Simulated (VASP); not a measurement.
BiPt, 4 atoms in the cell. It takes space group P6_3/mmc (No. 194, hexagonal). The conventional cell has a = 4.257 Å, b = 4.257 Å, c = 5.416 Å, α = 90.00°, β = 90.00°, γ = 120.00°. Bi (site symmetry -6m2) has 6 Pt at 2.81 Å and 6 Bi at 3.66 Å within 3.7 Å. Within 3.6 Å of Pt (site symmetry -3m) lie 2 Pt at 2.71 Å and 6 Bi at 2.81 Å. 

```yaml
Program: VASP 6.6.1
Task: electric field gradients
Functional: LDA
Potentials_or_basis: VASP PAW LDA potentials, release 64 (Bi_d, Pt_sv_GW)
Cutoff: 430 eV
k_mesh: 9 × 9 × 6
Occupations: fermi-dirac, width 0.05 eV
Spin: no spin polarisation
Dipole_correction: no
Further_INCAR_settings: ALGO = Normal; EDIFF = 1e-08; NBANDS = 41
```

Potentials or basis: VASP PAW LDA potentials, release 64 (Bi_d, Pt_sv_GW).

Command:

```bash
$ cat potpaw_LDA.64/Bi_d/POTCAR potpaw_LDA.64/Pt_sv_GW/POTCAR > POTCAR
$ mpirun -np 1 vasp_std > vasp.out
```

Hardware: 1 thread of Intel(R) Xeon(R) 6975P-C (Granite Rapids), on a shared host.

Problem. How long does it take, and how much memory?

Solution. Run time: 3.2 min on 1 thread of Intel(R) Xeon(R) 6975P-C (Granite Rapids) (shared host), peak memory 0.23 GiB. Counts: scf iterations 16, k points 48.
